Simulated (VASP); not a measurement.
# Li (Pm-3m) in VASP: a series of runs

Runs on Li. Level: PBE. Tasks: single point.

Everything below comes from runs of VASP 6.6.1. Logs are shortened: lines on timing, memory, paths and dates and some standing lists are left out, and cuts for length are marked.

### Step 1. The cell of the first run

It takes space group Pm-3m (No. 221, cubic). The conventional cell has a = 2.276 Å, b = 2.276 Å, c = 2.276 Å, α = 90.00°, β = 90.00°, γ = 90.00°. Li (site symmetry m-3m) has 6 Li at 2.28 Å within 3.0 Å.

This isn't the form of Li at room conditions, which is bcc.

### Step 2. Single point, PBE (11.80 Å³/atom)

File INCAR:

```
SYSTEM = Li
PREC = Accurate
ENCUT = 520
EDIFF = 1E-7
ISMEAR = -1
SIGMA = 0.05
LREAL = .False.
LASPH = .True.
NELM = 60
ALGO = Normal
ISIF = 2
LWAVE = .False.
LCHARG = .False.
GGA = PE
NBANDS = 8
```

File KPOINTS:

```
regular mesh
0
Gamma
  14 14 14
  0 0 0
```

File POSCAR:

```
Li
1.0
    2.2763492894      0.0000000000      0.0000000000
    0.0000000000      2.2763492894      0.0000000000
    0.0000000000      0.0000000000      2.2763492894
Li
1
Direct
    0.0000000000      0.0000000000      0.0000000000
```

Potentials or basis: VASP PAW PBE potentials, release 64 (Li_sv).

The run is started by

```console
$ cat potpaw_PBE.64/Li_sv/POTCAR > POTCAR
$ mpirun -np 1 vasp_std > vasp.out
```

OUTCAR:

```text
SYSTEM = Li
   PREC = Accurate
   ENCUT = 520
   EDIFF = 1E-7
   ISMEAR = -1
   LREAL = .False.
   LASPH = .True.
   NELM = 60
   ISIF = 2
   GGA = PE

 ion  position               nearest neighbor table
   1  0.000  0.000  0.000-

  LATTYP: Found a simple cubic cell.
 ALAT       =     2.2763492894

  Lattice vectors:

 A1 = (   2.2763492894,   0.0000000000,   0.0000000000)
 A2 = (   0.0000000000,   2.2763492894,   0.0000000000)
 A3 = (   0.0000000000,   0.0000000000,   2.2763492894)

Analysis of symmetry for initial positions (statically):
=====================================================================
 Subroutine PRICEL returns:
 Original cell was already a primitive cell.

 Routine SETGRP: Setting up the symmetry group for a
 simple cubic supercell.

 Subroutine GETGRP returns: Found 48 space group operations
 (whereof 48 operations were pure point group operations)
 out of a pool of 48 trial point group operations.

The static configuration has the point symmetry O_h .

Analysis of symmetry for dynamics (positions and initial velocities):
=====================================================================
 Subroutine PRICEL returns:
 Original cell was already a primitive cell.

 Routine SETGRP: Setting up the symmetry group for a
 simple cubic supercell.

 Subroutine GETGRP returns: Found 48 space group operations
 (whereof 48 operations were pure point group operations)
 out of a pool of 48 trial point group operations.

The dynamic configuration has the point symmetry O_h .

 Subroutine INISYM returns: Found 48 space group operations
 (whereof 48 operations are pure point group operations),
 and found     1 'primitive' translations

----------------------------------------------------------------------------------------

                                     Primitive cell

  volume of cell :      11.7955

  direct lattice vectors                    reciprocal lattice vectors
     2.276349289  0.000000000  0.000000000     0.439299893  0.000000000  0.000000000
     0.000000000  2.276349289  0.000000000     0.000000000  0.439299893  0.000000000
     0.000000000  0.000000000  2.276349289     0.000000000  0.000000000  0.439299893

  length of vectors
     2.276349289  2.276349289  2.276349289     0.439299893  0.439299893  0.439299893

  position of ions in fractional coordinates (direct lattice)
     0.000000000  0.000000000  0.000000000

  ion indices of the primitive-cell ions
   primitive index   ion index
                 1           1

----------------------------------------------------------------------------------------

 KPOINTS: regular mesh

Automatic generation of k-mesh.
 Grid dimensions read from file:
 generate k-points for:   14   14   14

 Generating k-lattice:

  Cartesian coordinates                     Fractional coordinates (reciprocal lattice)
     0.031378564  0.000000000  0.000000000     0.071428571  0.000000000  0.000000000
     0.000000000  0.031378564  0.000000000     0.000000000  0.071428571  0.000000000
     0.000000000  0.000000000  0.031378564     0.000000000  0.000000000  0.071428571

  Length of vectors
     0.031378564  0.031378564  0.031378564

  Shift w.r.t. Gamma in fractional coordinates (k-lattice)
     0.000000000  0.000000000  0.000000000

 Subroutine IBZKPT returns following result:
 ===========================================

 Found    120 irreducible k-points:

 Following reciprocal coordinates:
            Coordinates               Weight
  0.000000  0.000000  0.000000      1.000000
  0.071429  0.000000  0.000000      6.000000
  0.142857  0.000000  0.000000      6.000000
  0.214286  0.000000  0.000000      6.000000
  0.285714  0.000000  0.000000      6.000000
  0.357143  0.000000  0.000000      6.000000
[... 16 lines left out ...]
  0.285714  0.214286  0.000000     24.000000
  0.357143  0.214286  0.000000     24.000000
 [... further k-points ...]
   k-points           NKPTS =    120   k-points in BZ     NKDIM =    120   number of bands    NBANDS=      8
   number of dos      NEDOS =    301   number of ions     NIONS =      1
   total plane-waves  NPLWV =   5832
   dimension x,y,z NGX =    18 NGY =   18 NGZ =   18
   dimension x,y,z NGXF=    36 NGYF=   36 NGZF=   36
   ions per type =               1
   NGX,Y,Z   is equivalent  to a cutoff of  13.15, 13.15, 13.15 a.u.
   NGXF,Y,Z  is equivalent  to a cutoff of  26.29, 26.29, 26.29 a.u.
 SYSTEM =  Li
   PREC   = accura    normal or accurate (medium, high low for compatibility)
   ISTART =      0    job   : 0-new  1-cont  2-samecut
   ICHARG =      2    charge: 1-file 2-atom 10-const
   ISPIN  =      1    spin polarized calculation?
   LNONCOLLINEAR =      F non collinear calculations
   LSORBIT =      F    spin-orbit coupling
   LASPH  =      T    aspherical Exc in radial PAW
   ENCUT  =  520.0 eV  38.22 Ry    6.18 a.u.   4.23  4.23  4.23*2*pi/ulx,y,z
   NELM   =     60;   NELMIN=  2; NELMDL= -5     # of ELM steps
   EDIFF  = 0.1E-06   stopping-criterion for ELM
   LREAL  =      F    real-space projection
   EDIFFG = 0.1E-05   stopping-criterion for IOM
   NSW    =      0    number of steps for IOM
   IBRION =     -1    ionic relax: 0-MD 1-quasi-New 2-CG
   NFREE  =      0    steps in history (QN), initial steepest desc. (CG)
   ISIF   =      2    stress and relaxation
   ISYM   =      2    0-nonsym 1-usesym 2-fastsym
   POTIM  = 0.5000    time-step for ionic-motion
   TEBEG  =    0.0;   TEEND  =   0.0 temperature during run
   PSTRESS=    0.0 pullay stress
   NELECT =       3.0000    total number of electrons
   NUPDOWN=      -1.0000    fix difference up-down
   EMIN   =  10.00;   EMAX   =-10.00  energy-range for DOS
   EFERMI =   0.00;   METHOD = LEGACY
   ISMEAR =    -1;   SIGMA  =   0.05  broadening in eV -4-tet -1-fermi 0-gaus
   EFERMI_NEDOS =   21; number of points for ismear=-14 and -15
   IALGO  =     38    algorithm
   IMIX   =      4    mixing-type and parameters
     AMIX     =   0.40;   BMIX     =  1.00
     AMIX_MAG =   1.60;   BMIX_MAG =  1.00
  volume/ion in A,a.u.               =      11.80        79.60
  Fermi-wavevector in a.u.,A,eV,Ry     =   1.037233  1.960086 14.637861  1.075852
  Thomas-Fermi vector in A             =   2.171661
   LORBIT       =      0    0 simple, 1 ext, 2 COOP (PROOUT), +10 PAW based schemes
   GGA     = PE    functional components
   LHFCALC =     F    Hartree Fock is set to
   AEXX    =    0.0000 exact exchange contribution
   IVDW    =     0    specifies the selected vdW correction
   LEPSILON=     F    determine dielectric tensor
   LRPA    =     F    only Hartree local field effects (RPA)
 non-spin polarized calculation
  energy-cutoff  :      520.00
  volume of cell :       11.80
 maximum number of plane-waves:       326
 NGX is ok and might be reduce to    18
   NGX =  9   NGY =  9   NGZ =  9

 number of electron       3.0000009 magnetization

 Free energy of the ion-electron system (eV)
  ---------------------------------------------------
  ext. energy  EPLUGINS =         0.00000000
  ---------------------------------------------------
  free energy    TOTEN  =        -1.48544915 eV

  energy without entropy =       -1.48287485  energy(sigma->0) =       -1.48416200

 E-fermi :   2.4939     XC(G=0):  -8.5065

 val. band max:        2.4490763855   @ k =   0.5000   0.2143   0.0000
 cond. band min:       2.5216773579   @ k =   0.3571   0.2143   0.2143
 fundamental gap:      0.0726009724
 Fermi energy:         2.4938594020

 k-point     1 :       0.0000    0.0000    0.0000
  band No.  band energies     occupation
      1     -43.7566      2.00000
      2      -1.4805      2.00000
      3      19.8427      0.00000
      4      19.8427      0.00000
      5      19.8427      0.00000
      6      22.8421      0.00000
      7      22.8421      0.00000
      8      33.3692      0.00000

 k-point     2 :       0.0714    0.0000    0.0000
  band No.  band energies     occupation
      1     -43.7503      2.00000
      2      -1.3985      2.00000
      3      17.8233      0.00000
      4      19.9752      0.00000
      5      19.9752      0.00000
      6      22.9877      0.00000
      7      25.0992      0.00000
      8      33.1476      0.00000

 k-point     3 :       0.1429    0.0000    0.0000
  band No.  band energies     occupation
      1     -43.7321      2.00000
      2      -1.1510      2.00000
      3      15.0819      0.00000
      4      20.3706      0.00000
      5      20.3706      0.00000
      6      23.4245      0.00000
      7      28.3825      0.00000
      8      32.7721      0.00000

 k-point     4 :       0.2143    0.0000    0.0000
  band No.  band energies     occupation
      1     -43.7058      2.00000
      2      -0.7509      2.00000
      3      12.5700      0.00000
      4      21.0165      0.00000
      5      21.0165      0.00000
      6      24.1501      0.00000
      7      30.2365      0.00000
      8      33.8176      0.00000

 k-point     5 :       0.2857    0.0000    0.0000
  band No.  band energies     occupation
      1     -43.6764      2.00000
      2      -0.2219      2.00000
      3      10.3910      0.00000
      4      21.8844      0.00000
      5      21.8844      0.00000
      6      25.1587      0.00000
      7      29.8249      0.00000
      8      35.7161      0.00000
[... 177 lines left out ...]
 k-point    22 :       0.2143    0.2143    0.0000
  band No.  band energies     occupation
      1     -43.6571      2.00000
      2       0.0986      2.00000
      3      11.6072      0.00000
      4      16.2874      0.00000
      5      22.1776      0.00000
      6      26.7416      0.00000
      7      30.3719      0.00000
      8      35.7488      0.00000

 k-point    23 :       0.2857    0.2143    0.0000
  band No.  band energies     occupation
      1     -43.6292      2.00000
      2       0.7202      2.00000
      3      10.1987      0.00000
      4      16.3150      0.00000
      5      23.0319      0.00000
      6      24.7678      0.00000
      7      30.9036      0.00000
      8      36.7075      0.00000

 k-point    24 :       0.3571    0.2143    0.0000
  band No.  band energies     occupation
      1     -43.6040      2.00000
      2       1.4430      2.00000
      3       8.6777      0.00000
      4      17.0020      0.00000
      5      22.7917      0.00000
      6      24.0279      0.00000
      7      31.1865      0.00000
      8      34.4897      0.00000

 [... further k-points ...]
[... 5 lines left out ...]
  --------------------------------------------------------------------------------------
  -------------------------------------------------------------------------------------
  Total        1.2063284      1.2063284      1.2063284     -0.0000000      0.0000000      0.0000000
  in kB      163.8548924    163.8548924    163.8548924     -0.0000000      0.0000000      0.0000000
  external PRESSURE =     163.8548924 kB  Pullay stress =       0.0000000 kB

 VOLUME and BASIS-vectors are now :
 -----------------------------------------------------------------------------
  energy-cutoff  :      520.00
  volume of cell :       11.80
      direct lattice vectors                 reciprocal lattice vectors
     2.276349289  0.000000000  0.000000000     0.439299893  0.000000000  0.000000000
     0.000000000  2.276349289  0.000000000     0.000000000  0.439299893  0.000000000
     0.000000000  0.000000000  2.276349289     0.000000000  0.000000000  0.439299893

 POSITION                                       TOTAL-FORCE (eV/Angst)
 -----------------------------------------------------------------------------------
      0.00000      0.00000      0.00000         0.000000      0.000000      0.000000
 -----------------------------------------------------------------------------------
    total drift:                                0.000000      0.000000     -0.000000

  FREE ENERGIE OF THE ION-ELECTRON SYSTEM (eV)
  ---------------------------------------------------
  free  energy   TOTEN  =        -1.4854491514 eV

  energy  without entropy=       -1.4828748524  energy(sigma->0) =       -1.48416200
```

Run time: 17 s. Hardware: 1 thread of AMD EPYC 7R13, shared host; peak memory 0.08 GiB.

Results:

| Quantity | Value |
| --- | --- |
| Free energy | -1.4854 eV |
| Band gap on the k mesh | zero (an odd number of electrons rules out a gap without spin polarisation) |

Caveat: the cutoff is under 1.25 times the usual one of these potentials, so pressure, stress and relaxed cells hold a basis-set (Pulay) error.

### Step 3. Single point, PBE (13.83 Å³/atom)

This run uses another cell than the first one, of 13.83 Å³/atom.

File INCAR:

```
SYSTEM = Li
PREC = Accurate ; ENCUT = 520
EDIFF = 1E-6 ; ISMEAR = -1
SIGMA = 0.05 ; LREAL = .FALSE.
LASPH = .TRUE. ; NELM = 100
ALGO = Normal ; ISIF = 2
LWAVE = .FALSE. ; LCHARG = .FALSE.
GGA = PE ; NBANDS = 8
```

File KPOINTS:

```
Automatic mesh
0
G
  14 14 14
  0 0 0
```

File POSCAR:

```
Li
1.0
    2.4003019350      0.0000000000      0.0000000000
    0.0000000000      2.4003019350      0.0000000000
    0.0000000000      0.0000000000      2.4003019350
Li
1
Direct
    0.0000000000      0.0000000000      0.0000000000
```

Potentials or basis: VASP PAW PBE potentials, release 64 (Li_sv).

The run is started by

```console
$ cat potpaw_PBE.64/Li_sv/POTCAR > POTCAR
$ mpirun -np 1 vasp_std > vasp.out
```

It took 14 s on 1 thread of AMD EPYC 7R13, shared host; peak memory 0.09 GiB.

The run converged. Its results:

```
Free energy            : -1.6449 eV
Band gap on the k mesh : zero (an odd number of electrons rules out a gap without spin polarisation)
```

Levels at points of the mesh, in eV from the Fermi level:
| k point | band 1 | band 2 | band 3 | band 4 | band 5 |
| --- | --- | --- | --- | --- | --- |
| (0.00, 0.00, 0.00) | -46.32 | -3.86 | 15.60 | 15.60 | 15.60 |
| (0.50, 0.00, 0.00) | -46.24 | -1.10 | 3.57 | 19.58 | 19.58 |
| (0.50, 0.50, 0.00) | -46.17 | 4.06 | 4.06 | 6.99 | 12.18 |
| (0.50, 0.50, 0.50) | -46.10 | 8.77 | 8.77 | 8.77 | 12.81 |

Caveat: the cutoff is under 1.25 times the usual one of these potentials, so pressure, stress and relaxed cells hold a basis-set (Pulay) error.

### Step 4. Single point, PBE (15.86 Å³/atom)

This run uses another cell than the first one, of 15.86 Å³/atom.

File INCAR:

```
SYSTEM = Li
PREC = Accurate
ENCUT = 520
EDIFF = 1E-6
ISMEAR = -1
SIGMA = 0.05
LREAL = .FALSE.
LASPH = .TRUE.
NELM = 100
ALGO = Normal
ISIF = 2
LWAVE = .FALSE.
LCHARG = .FALSE.
GGA = PE
NBANDS = 8
```

File KPOINTS:

```
regular mesh
0
G
  14 14 14
  0 0 0
```

File POSCAR:

```
Li
1.0
    2.5126255515      0.0000000000      0.0000000000
    0.0000000000      2.5126255515      0.0000000000
    0.0000000000      0.0000000000      2.5126255515
Li
1
Direct
    0.0000000000      0.0000000000      0.0000000000
```

The run is started by

```console
$ cat potpaw_PBE.64/Li_sv/POTCAR > POTCAR
$ mpirun -np 1 vasp_std > vasp.out
```

Run time: 19 s. Hardware: 1 thread of AMD EPYC 7R13, shared host; peak memory 0.09 GiB.

It converged, with:

```yaml
Free_energy: -1.7309 eV
Band_gap_on_the_k_mesh: zero (an odd number of electrons rules out a gap without spin polarisation)
```

Levels at points of the mesh, in eV from the Fermi level:
```tsv
k point	band 1	band 2	band 3	band 4	band 5	band 6
(0.00, 0.00, 0.00)	-46.44	-3.74	14.22	14.22	14.22	16.86
(0.50, 0.00, 0.00)	-46.39	-0.93	2.96	17.80	17.80	21.44
(0.50, 0.50, 0.00)	-46.35	3.73	3.73	6.51	10.69	20.79
(0.50, 0.50, 0.50)	-46.30	7.98	7.98	7.98	11.80	11.80
```

Caveat: the cutoff is under 1.25 times the usual one of these potentials, so pressure, stress and relaxed cells hold a basis-set (Pulay) error.

### Step 5. The runs side by side

```tsv
cell	gap on the mesh (eV)
a = 2.276 Å, 1 atom	none
a = 2.400 Å, 1 atom	none
a = 2.513 Å, 1 atom	none
```

Alike in all rows: task single point; level PBE; potentials or basis VASP PAW PBE potentials, release 64 (Li_sv); no spin polarisation; k mesh 14 × 14 × 14; cutoff (eV) 520; smearing fermi-dirac 0.05 eV.

Caveats: the cutoff is under 1.25 times the usual one of these potentials, so pressure, stress and relaxed cells hold a basis-set (Pulay) error.

Absolute energies hang on the potentials; compare differences alone.
